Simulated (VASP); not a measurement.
# Be2Cd2S in VASP: a series of runs

The runs below take Be2Cd2S through single point, with PBE.

Program: VASP 6.6.1. These are calculated values, not measurements. Logs are shortened: lines on timing, memory, paths and dates and some standing lists are left out, and cuts for length are marked.

### Step 1. The cell of the first run

The structure is tetragonal, space group P4mm (No. 99). Conventional cell: a = 4.596 Å, b = 4.596 Å, c = 4.347 Å, α = 90.00°, β = 90.00°, γ = 90.00°. Be (site symmetry 2mm) has 2 Cd at 2.15 to 2.20 Å and 2 S at 2.59 Å within 2.8 Å. Cd (site symmetry 2mm) has 2 Be at 2.15 to 2.20 Å and 2 S at 2.49 Å within 2.8 Å. Within 3.3 Å of S (site symmetry 4mm) lie 4 Cd at 2.49 Å and 4 Be at 2.59 Å.

### Step 2. Single point, PBE

Input file INCAR:

```
SYSTEM = Be2Cd2S
PREC     = Accurate       ! precision mode
ENCUT    = 520            ! plane-wave cutoff, eV
EDIFF    = 1E-6           ! SCF threshold, eV
ISMEAR   = 0              ! smearing method
SIGMA    = 0.1            ! smearing width, eV
LREAL    = .False.        ! projectors in reciprocal space
LASPH    = .True.         ! aspherical terms in the spheres
NELM     = 60             ! most SCF steps
ALGO     = Normal         ! electronic algorithm
ISIF     = 2              ! what is computed and relaxed
LWAVE    = .False.        ! write WAVECAR
LCHARG   = .True.         ! write CHGCAR
GGA      = PE             ! functional
LELF     = .True.         ! ELF
LVHAR    = .True.       
NBANDS   = 25             ! bands
```

Input file KPOINTS:

```
Automatic mesh
0
Gamma
  4 4 4
  0 0 0
```

Input file POSCAR:

```
Be2Cd2S
1.0
    4.5956212600      0.0000000000      0.0000000000
    0.0000000000      4.5956212600      0.0000000000
    0.0000000000      0.0000000000      4.3466982100
Be Cd S
2 2 1
Direct
    0.5000000000      0.0000000000      0.7093089200
    0.0000000000      0.5000000000      0.7093089200
    0.5000000000      0.0000000000      0.2143185200
    0.0000000000      0.5000000000      0.2143185200
    0.0000000000      0.0000000000      0.4329365700
```

Potentials or basis: VASP PAW PBE potentials, release 64 (Be, Cd, S).

The run is started by

```
$ cat potpaw_PBE.64/Be/POTCAR potpaw_PBE.64/Cd/POTCAR potpaw_PBE.64/S/POTCAR > POTCAR
$ mpirun -np 1 vasp_std > vasp.out
```

OUTCAR:

```text
SYSTEM = Be2Cd2S
   PREC = Accurate
   ENCUT = 520
   EDIFF = 1E-6
   ISMEAR = 0
   LREAL = .False.
   LASPH = .True.
   NELM = 60
   ISIF = 2
   GGA = PE

 ion  position               nearest neighbor table
   1  0.500  0.000  0.709-   3 2.15   3 2.20
   2  0.000  0.500  0.709-   4 2.15   4 2.20
   3  0.500  0.000  0.214-   1 2.15   1 2.20   5 2.49   5 2.49   4 3.25   4 3.25   4 3.25   4 3.25

   4  0.000  0.500  0.214-   2 2.15   2 2.20   5 2.49   5 2.49   3 3.25   3 3.25   3 3.25   3 3.25

   5  0.000  0.000  0.433-   3 2.49   4 2.49   4 2.49   3 2.49

  LATTYP: Found a simple tetragonal cell.
 ALAT       =     4.5956212600
 C/A-ratio  =     0.9458347336

  Lattice vectors:

 A1 = (   4.5956212600,   0.0000000000,   0.0000000000)
 A2 = (   0.0000000000,   4.5956212600,   0.0000000000)
 A3 = (   0.0000000000,   0.0000000000,   4.3466982100)

Analysis of symmetry for initial positions (statically):
=====================================================================
 Subroutine PRICEL returns:
 Original cell was already a primitive cell.

 Routine SETGRP: Setting up the symmetry group for a
 simple tetragonal supercell.

 Subroutine GETGRP returns: Found  8 space group operations
 (whereof  8 operations were pure point group operations)
 out of a pool of 16 trial point group operations.

The static configuration has the point symmetry C_4v.

Analysis of symmetry for dynamics (positions and initial velocities):
=====================================================================
 Subroutine PRICEL returns:
 Original cell was already a primitive cell.

 Routine SETGRP: Setting up the symmetry group for a
 simple tetragonal supercell.

 Subroutine GETGRP returns: Found  8 space group operations
 (whereof  8 operations were pure point group operations)
 out of a pool of 16 trial point group operations.

The dynamic configuration has the point symmetry C_4v.

 Subroutine INISYM returns: Found  8 space group operations
 (whereof  8 operations are pure point group operations),
 and found     1 'primitive' translations

----------------------------------------------------------------------------------------

                                     Primitive cell

  volume of cell :      91.8011

  direct lattice vectors                    reciprocal lattice vectors
     4.595621260  0.000000000  0.000000000     0.217598436  0.000000000  0.000000000
     0.000000000  4.595621260  0.000000000     0.000000000  0.217598436  0.000000000
     0.000000000  0.000000000  4.346698210     0.000000000  0.000000000  0.230059680

  length of vectors
     4.595621260  4.595621260  4.346698210     0.217598436  0.217598436  0.230059680

  position of ions in fractional coordinates (direct lattice)
     0.500000000  0.000000000  0.709308920
     0.000000000  0.500000000  0.709308920
     0.500000000  0.000000000  0.214318520
     0.000000000  0.500000000  0.214318520
     0.000000000  0.000000000  0.432936570

  ion indices of the primitive-cell ions
   primitive index   ion index
                 1           1
                 2           2
                 3           3
                 4           4
                 5           5

----------------------------------------------------------------------------------------

 KPOINTS: Automatic mesh

Automatic generation of k-mesh.
 Grid dimensions read from file:
 generate k-points for:    4    4    4

 Generating k-lattice:

  Cartesian coordinates                     Fractional coordinates (reciprocal lattice)
     0.054399609  0.000000000  0.000000000     0.250000000  0.000000000  0.000000000
     0.000000000  0.054399609  0.000000000     0.000000000  0.250000000  0.000000000
     0.000000000  0.000000000  0.057514920     0.000000000  0.000000000  0.250000000

  Length of vectors
     0.054399609  0.054399609  0.057514920

  Shift w.r.t. Gamma in fractional coordinates (k-lattice)
     0.000000000  0.000000000  0.000000000

 Subroutine IBZKPT returns following result:
 ===========================================

 Found     18 irreducible k-points:

 Following reciprocal coordinates:
            Coordinates               Weight
  0.000000  0.000000  0.000000      1.000000
  0.250000  0.000000  0.000000      4.000000
  0.500000  0.000000  0.000000      2.000000
  0.250000  0.250000  0.000000      4.000000
  0.500000  0.250000  0.000000      4.000000
  0.500000  0.500000  0.000000      1.000000
[... 10 lines left out ...]
  0.500000  0.250000  0.500000      4.000000
  0.500000  0.500000  0.500000      1.000000
   k-points           NKPTS =     18   k-points in BZ     NKDIM =     18   number of bands    NBANDS=     25
   number of dos      NEDOS =    301   number of ions     NIONS =      5
   total plane-waves  NPLWV =  41472
   dimension x,y,z NGX =    36 NGY =   36 NGZ =   32
   dimension x,y,z NGXF=    72 NGYF=   72 NGZF=   64
   ions per type =               2   2   1
[... 40 lines left out ...]
   IVDW    =     0    specifies the selected vdW correction
   LEPSILON=     F    determine dielectric tensor
   LRPA    =     F    only Hartree local field effects (RPA)
 non-spin polarized calculation
 Gauss-broadening in eV      SIGMA  =   0.10
  energy-cutoff  :      520.00
  volume of cell :       91.80
 maximum number of plane-waves:      2492
 NGX is ok and might be reduce to    36
   NGX = 17   NGY = 17   NGZ = 17

 number of electron      33.9999986 magnetization

 Free energy of the ion-electron system (eV)
  ---------------------------------------------------
  ext. energy  EPLUGINS =         0.00000000
  ---------------------------------------------------
  free energy    TOTEN  =        -7.54329455 eV

  energy without entropy =       -7.52116790  energy(sigma->0) =       -7.53223122

 E-fermi :   3.3709     XC(G=0):  -9.8250

 val. band max:        3.3675501068   @ k =   0.2500   0.2500   0.2500
 cond. band min:       3.4159980046   @ k =   0.5000   0.2500   0.5000
 fundamental gap:      0.0484478978
 Fermi energy:         3.3708644443

 k-point     1 :       0.0000    0.0000    0.0000
  band No.  band energies     occupation
      1     -11.6292      2.00000
      2      -6.7449      2.00000
      3      -6.3381      2.00000
      4      -6.3381      2.00000
      5      -6.2824      2.00000
      6      -6.2382      2.00000
[... 17 lines left out ...]
     24       9.6407      0.00000
     25      10.0053      0.00000

 k-point     2 :       0.2500    0.0000    0.0000
  band No.  band energies     occupation
      1     -11.5154      2.00000
      2      -6.6629      2.00000
      3      -6.3576      2.00000
      4      -6.3485      2.00000
      5      -6.2979      2.00000
      6      -6.0932      2.00000
[... 17 lines left out ...]
     24       9.8637      0.00000
     25       9.9206      0.00000

 k-point     3 :       0.5000    0.0000    0.0000
  band No.  band energies     occupation
      1     -11.3930      2.00000
      2      -6.5100      2.00000
      3      -6.4504      2.00000
      4      -6.3517      2.00000
      5      -6.1876      2.00000
      6      -5.9673      2.00000
[... 17 lines left out ...]
     24       9.9652      0.00000
     25      10.3471      0.00000

 k-point     4 :       0.2500    0.2500    0.0000
  band No.  band energies     occupation
      1     -11.4031      2.00000
      2      -6.6129      2.00000
      3      -6.4282      2.00000
      4      -6.3665      2.00000
      5      -6.2477      2.00000
      6      -6.0194      2.00000
[... 17 lines left out ...]
     24       9.7668      0.00000
     25      10.2961      0.00000
[... 309 lines left out ...]
 k-point    16 :       0.2500    0.2500    0.5000
  band No.  band energies     occupation
      1     -11.3125      2.00000
      2      -6.6481      2.00000
      3      -6.4092      2.00000
      4      -6.3800      2.00000
      5      -6.3071      2.00000
      6      -6.0348      2.00000
[... 17 lines left out ...]
     24      10.4209      0.00000
     25      11.5339      0.00000

 k-point    17 :       0.5000    0.2500    0.5000
  band No.  band energies     occupation
      1     -11.2148      2.00000
      2      -6.5560      2.00000
      3      -6.4731      2.00000
      4      -6.3419      2.00000
      5      -6.2247      2.00000
      6      -6.0452      2.00000
[... 17 lines left out ...]
     24      10.3007      0.00000
     25      11.0106      0.00000

 k-point    18 :       0.5000    0.5000    0.5000
  band No.  band energies     occupation
      1     -11.1210      2.00000
      2      -6.5323      2.00000
      3      -6.5323      2.00000
      4      -6.2371      2.00000
      5      -6.2371      2.00000
      6      -6.1219      2.00000
[... 17 lines left out ...]
     24      10.1775      0.00000
     25      12.0542      0.00000

------------------------ aborting loop because EDIFF is reached ----------------------------------------

  FORCE on cell =-STRESS in cart. coord.  units (eV):
  Direction    XX          YY          ZZ          XY          YZ          ZX
  --------------------------------------------------------------------------------------
  -------------------------------------------------------------------------------------
  Total        4.4995658      4.4995658     19.3724224      0.0000000      0.0000000     -0.0000000
  in kB       78.5295737     78.5295737    338.1010848      0.0000000      0.0000000     -0.0000000
  external PRESSURE =     165.0534107 kB  Pullay stress =       0.0000000 kB

 VOLUME and BASIS-vectors are now :
 -----------------------------------------------------------------------------
  energy-cutoff  :      520.00
  volume of cell :       91.80
      direct lattice vectors                 reciprocal lattice vectors
     4.595621260  0.000000000  0.000000000     0.217598436  0.000000000  0.000000000
     0.000000000  4.595621260  0.000000000     0.000000000  0.217598436  0.000000000
     0.000000000  0.000000000  4.346698210     0.000000000  0.000000000  0.230059680

 POSITION                                       TOTAL-FORCE (eV/Angst)
 -----------------------------------------------------------------------------------
      2.29781      0.00000      3.08315        -0.000000      0.000000      0.728007
      0.00000      2.29781      3.08315        -0.000000      0.000000      0.728007
      2.29781      0.00000      0.93158        -0.000000      0.000000     -2.302692
      0.00000      2.29781      0.93158         0.000000      0.000000     -2.302692
      0.00000      0.00000      1.88184        -0.000000      0.000000      3.149370
 -----------------------------------------------------------------------------------
    total drift:                                0.000000      0.000000     -0.001525

  FREE ENERGIE OF THE ION-ELECTRON SYSTEM (eV)
  ---------------------------------------------------
  free  energy   TOTEN  =        -7.5432945456 eV

  energy  without entropy=       -7.5211679034  energy(sigma->0) =       -7.53223122
```

Wall time 30 s (1 thread of Intel Xeon Platinum 8259CL at 2.50GHz (Skylake/Cascade Lake), shared host); peak memory 0.2 GiB.

Results:

- Free energy: -7.5433 eV
- Pressure: 16.5 GPa
- Largest force: 3.149 eV/Å
- Band gap on the k mesh: zero (band 17 reaches 3.53 eV, above the bottom of band 18 at 3.28 eV)

Forces on the atoms (eV/Å):
```
Be   0.000  0.000  0.728
Be   0.000  0.000  0.728
Cd   0.000  0.000 -2.303
Cd   0.000  0.000 -2.303
S    0.000  0.000  3.149
```

Stress tensor (GPa, compression positive):
```
 7.85  0.00  0.00
 0.00  7.85  0.00
 0.00  0.00 33.81
```

Caveat: the k points lie up to 0.36 Å⁻¹ apart; forces of over 1 eV/Å act on the atoms, so gaps and moduli don't describe the material at rest.

### Step 3. Single point, PBE

This run uses another cell than the first one, of 17.92 Å³/atom, 0.976 times its volume.

Input file INCAR:

```
  PREC = Accurate
  ENCUT = 520
  EDIFF = 1E-6
  ISMEAR = 0
  SIGMA = 0.1
  LREAL = False
  LASPH = True
  NELM = 80
  ALGO = Normal
  ISIF = 2
  LWAVE = False
  LCHARG = False
  GGA = PE
  NBANDS = 25
```

Input file KPOINTS:

```
regular mesh
0
Gamma
  6 6 2
```

Input file POSCAR:

```
Be2Cd2S
1.0
    3.4072205626      0.0000000000      0.0000000000
    0.0000000000      3.3562519932      0.0000000000
   -0.0608207355      0.0000000000      7.8347699151
Be Cd S
2 2 1
Direct
    0.4978121690      0.5000000000      0.7440958225
    0.9981629798      0.0000000000      0.7471621108
    0.5023918156      0.0000000000      0.9908456773
    0.0063660146      0.5000000000      0.2138003225
    0.9952670210      0.5000000000      0.5842875169
```

Potentials or basis: VASP PAW PBE potentials, release 64 (Be, Cd, S).

The run is started by

```
$ cat potpaw_PBE.64/Be/POTCAR potpaw_PBE.64/Cd/POTCAR potpaw_PBE.64/S/POTCAR > POTCAR
$ mpirun -np 1 vasp_std > vasp.out
```

Run time: 85 s. Hardware: 1 thread of Intel Xeon Platinum 8259CL at 2.50GHz (Skylake/Cascade Lake), shared host; peak memory 0.24 GiB.

Results (log left out):

- Free energy: -13.5807 eV
- Pressure: 0.4 GPa
- Largest force: 0.066 eV/Å
- Band gap on the k mesh: zero (band 17 reaches 5.34 eV, above the bottom of band 18 at 2.92 eV)

Forces in eV/Å, atoms in the order of the input:
```
Be  -0.001  0.000  0.013
Be  -0.002  0.000 -0.044
Cd  -0.003  0.000  0.011
Cd  -0.004  0.000  0.066
S    0.010  0.000 -0.046
```

Stress tensor (GPa, compression positive):
```
-0.36  0.00  0.06
 0.00  0.90  0.00
 0.06  0.00  0.61
```

Levels at points of the mesh, in eV from the Fermi level:
| k point | band 13 | band 14 | band 15 | band 16 | band 17 | band 18 | band 19 | band 20 | band 21 | band 22 |
| --- | --- | --- | --- | --- | --- | --- | --- | --- | --- | --- |
| (0.00, 0.00, 0.00) | -7.48 | -4.92 | -4.71 | -3.00 | -0.38 | 1.42 | 2.23 | 2.27 | 2.51 | 5.63 |
| (0.50, 0.00, 0.00) | -6.49 | -4.80 | -4.43 | -4.00 | -2.73 | 0.52 | 2.26 | 2.76 | 3.17 | 3.50 |
| (0.00, 0.50, 0.00) | -6.44 | -4.70 | -4.31 | -4.15 | -2.67 | 0.63 | 2.33 | 2.56 | 3.01 | 3.45 |
| (0.50, 0.50, 0.00) | -7.12 | -5.92 | -4.50 | -1.74 | -1.73 | 0.11 | 0.78 | 1.08 | 1.14 | 3.21 |
| (0.00, 0.00, 0.50) | -5.91 | -5.12 | -4.91 | -4.70 | 1.07 | 1.72 | 2.09 | 2.23 | 2.34 | 5.92 |
| (0.50, 0.00, 0.50) | -6.64 | -5.08 | -4.00 | -3.62 | -2.09 | -1.34 | 1.70 | 2.76 | 3.10 | 4.73 |
| (0.00, 0.50, 0.50) | -6.58 | -4.98 | -4.16 | -3.53 | -2.02 | -1.24 | 1.71 | 2.56 | 2.94 | 4.74 |
| (0.50, 0.50, 0.50) | -7.08 | -5.89 | -4.50 | -1.98 | -1.97 | 0.60 | 0.62 | 1.81 | 2.02 | 2.08 |

Caveat: the k points lie up to 0.40 Å⁻¹ apart.

### Step 4. Single point, PBE

This run uses another cell than the first one, of 17.96 Å³/atom, 0.978 times its volume.

Input file INCAR:

```
PREC = Accurate ; ENCUT = 520
EDIFF = 1E-7 ; ISMEAR = 0
SIGMA = 0.1 ; LREAL = False
LASPH = True ; NELM = 60
ALGO = Normal ; ISIF = 2
LWAVE = False ; LCHARG = True
GGA = PE ; LELF = True
LVHAR = True ; NBANDS = 25
```

Input file KPOINTS:

```
Automatic mesh
0
Gamma
  6 6 2
```

Input file POSCAR:

```
Be2Cd2S
1.0
    3.3783347270      0.0000000000      0.0050363260
    0.0000000000      3.3815086298      0.0000000000
   -0.0487242739      0.0000000000      7.8605327719
Be Cd S
2 2 1
Direct
    0.4986876591      0.5000000000      0.7450076657
    0.9989024683      0.0000000000      0.7444521128
    0.5012920166      0.0000000000      0.9911616392
    0.0039304838      0.5000000000      0.2159946569
    0.9971873722      0.5000000000      0.5835753754
```

The run is started by

```
$ cat potpaw_PBE.64/Be/POTCAR potpaw_PBE.64/Cd/POTCAR potpaw_PBE.64/S/POTCAR > POTCAR
$ mpirun -np 1 vasp_std > vasp.out
```

Wall time 88 s (1 thread of Intel Xeon Platinum 8259CL at 2.50GHz (Skylake/Cascade Lake), shared host); peak memory 0.23 GiB.

It converged, with:

```yaml
Free_energy: -13.5853 eV
Pressure: 0.1 GPa
Largest_force: 0.030 eV/Å
Band_gap_on_the_k_mesh: zero (band 17 reaches 5.34 eV, above the bottom of band 18 at 2.94 eV)
```

Forces in eV/Å, atoms in the order of the input:
```
Be   0.001  0.000  0.011
Be  -0.002  0.000  0.029
Cd   0.000  0.000 -0.029
Cd  -0.003  0.000  0.003
S    0.004  0.000 -0.015
```

Stress tensor (GPa, compression positive):
```
 0.04  0.00  0.04
 0.00 -0.02  0.00
 0.04  0.00  0.25
```

Levels at points of the mesh, in eV from the Fermi level:
```csv
k point,band 14,band 15,band 16,band 17,band 18,band 19,band 20,band 21
"(0.00, 0.00, 0.00)",-4.80,-4.78,-3.00,-0.40,1.46,2.24,2.41,2.43
"(0.50, 0.00, 0.00)",-4.69,-4.30,-4.06,-2.67,0.58,2.28,2.70,3.11
"(0.00, 0.50, 0.00)",-4.70,-4.31,-4.04,-2.68,0.58,2.28,2.71,3.12
"(0.50, 0.50, 0.00)",-5.91,-4.45,-1.67,-1.67,0.15,0.81,1.11,1.11
"(0.00, 0.00, 0.50)",-5.12,-4.78,-4.77,1.11,1.71,2.24,2.25,2.26
"(0.50, 0.00, 0.50)",-4.97,-4.06,-3.52,-2.02,-1.29,1.67,2.70,3.05
"(0.00, 0.50, 0.50)",-4.98,-4.04,-3.53,-2.03,-1.29,1.68,2.71,3.06
"(0.50, 0.50, 0.50)",-5.88,-4.45,-1.91,-1.91,0.64,0.65,1.84,2.05
```

Caveat: the k points lie up to 0.40 Å⁻¹ apart.

### Step 5. The runs side by side

```tsv
cell	k mesh	gap on the mesh (eV)	pressure (GPa)	largest force (eV/Å)
a = 4.596, b = 4.596, c = 4.347 Å, 5 atoms	4 × 4 × 4	none	16.5	3.15
a = 3.407, b = 3.356, c = 7.835 Å, angles 90.0, 90.4, 90.0°, 5 atoms	6 × 6 × 2	none	0.4	0.07
a = 3.378, b = 3.382, c = 7.861 Å, angles 90.0, 90.3, 90.0°, 5 atoms	6 × 6 × 2	none	0.1	0.03
```

Alike in all rows: task single point; level PBE; potentials or basis VASP PAW PBE potentials, release 64 (Be, Cd, S); no spin polarisation; cutoff (eV) 520; smearing gaussian 0.1 eV.

Caveats: all runs use coarse meshes; forces of over 1 eV/Å act on the atoms, so gaps and moduli don't describe the material at rest (some runs).

Absolute energies hang on the potentials; compare differences alone.
